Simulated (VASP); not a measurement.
A run of VASP 6.6.1:

The input INCAR:

```
PREC = Accurate
ENCUT = 520
EDIFF = 1E-6
ISMEAR = 0
SIGMA = 0.05
LREAL = F
LASPH = T
NELM = 100
ALGO = Normal
ISIF = 2
LWAVE = F
LCHARG = F
GGA = PE
NBANDS = 28
```

KPOINTS

```
regular mesh
0
Gamma
  8 8 8
```

File POSCAR:

```
BaTiO3
1.0
    4.0192501416      0.0000000000      0.0000000000
    0.0000000000      4.0192501416      0.0301443761
    0.0000000000      0.0301443761      4.0192501416
Ba Ti O
1 1 3
Direct
    0.5000000000      0.5000000000      0.5000000000
    0.0000000000      0.0000000000      0.0000000000
    0.5000000000      0.0000000000      0.0000000000
    0.0000000000      0.5000000000      0.0000000000
    0.0000000000      0.0000000000      0.5000000000
```

Potentials or basis: VASP PAW PBE potentials, release 64 (Ba_sv, Ti_sv, O).

Command:

```console
$ cat potpaw_PBE.64/Ba_sv/POTCAR potpaw_PBE.64/Ti_sv/POTCAR potpaw_PBE.64/O/POTCAR > POTCAR
$ mpirun -np 1 vasp_std > vasp.out
```

Hardware: 1 thread of Intel(R) Xeon(R) Platinum 8559C (Emerald Rapids), on a shared host.

Task: How long does it take, and how much memory?

Result: It took 97 s on 1 thread of Intel(R) Xeon(R) Platinum 8559C (Emerald Rapids) (shared host), peak memory 0.3 GiB. Counts: scf iterations 17, k points 105.
